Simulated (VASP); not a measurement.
Input of a VASP 6.6.1 run:

INCAR

```
ALGO = Normal
EDIFF = 1E-6
ENCUT = 520
GGA = PE
ISIF = 2
ISMEAR = -1
LASPH = True
LCHARG = False
LREAL = False
LWAVE = False
NBANDS = 26
NELM = 60
PREC = Accurate
SIGMA = 0.02
```

Contents of KPOINTS:

```
k-points
0
Gamma
  6 6 4
```

File POSCAR:

```
GaAs
1.0
    3.7321680210      0.0000000000      0.0000000000
   -1.8660840105      3.2321523174      0.0000000000
    0.0000000000      0.0000000000      6.3327909813
Ga As
2 2
Direct
    0.0000000000      0.0000000000      0.0000000000
    0.0000000000      0.0000000000      0.5000000000
    0.3333333333      0.6666666667      0.2500000000
    0.6666666667      0.3333333333      0.7500000000
```

Potentials or basis: VASP PAW PBE potentials, release 64 (Ga_d, As).

Run with:

```console
$ cat potpaw_PBE.64/Ga_d/POTCAR potpaw_PBE.64/As/POTCAR > POTCAR
$ mpirun -np 1 vasp_std > vasp.out
```

Problem. Predict the pressure.

Solution. 3.2 GPa.

Problem. Estimate the band gap on the k mesh.

Solution. Zero (band 18 reaches 6.20 eV, above the bottom of band 19 at 2.54 eV).

Stress tensor (GPa, compression positive):
```
2.04 0.00 0.00
0.00 2.04 0.00
0.00 0.00 5.44
```
